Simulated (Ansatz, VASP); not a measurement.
InP in VASP and in Ansatz

```xyz
2
Lattice="0.0000 2.8550 2.8550 2.8550 0.0000 2.8550 2.8550 2.8550 0.0000" Properties=species:S:1:pos:R:3 pbc="T T T"
In    0.0000    0.0000    0.0000
P     2.8550    2.8550    2.6675
```

Change from the starting cell: all P atoms moved +0.188 Å, as atom 2 towards its neighbour atom 1 (In) at 2.855 Å.

Alike in both runs: task single point; functional PBEsol; k mesh 14 × 14 × 14; occupations gaussian, width 0.15 eV; no spin polarisation.

```csv
,VASP,Ansatz
version,VASP 6.6.1,Ansatz 0.2.0
potentials or method,"VASP PAW PBE potentials, release 64 (In_d, P), cutoff 520 eV","scalar-relativistic, plane waves, PAW"
valence electrons in the cell,18,18
```

VASP gave:

```
gap on the k mesh at the Fermi level (eV)                     : none
pressure (GPa)                                                : -7.5
traceless stress, the component that is largest in VASP (GPa) : 1.93
rms of the force components (eV/Å)                            : 0.124
```

Question: What did Ansatz give for the same quantities?

Answer: gap on the k mesh at the Fermi level (eV): none; pressure (GPa): -7.5; traceless stress, the component that is largest in VASP (GPa): 1.94; rms of the force components (eV/Å): 0.123.

VASP's potentials were made for PBE, not for PBEsol. Atom by atom the forces differ by 0.001 eV/Å (rms over components). A gap of «none» marks a metal or a gap that the smearing closes.
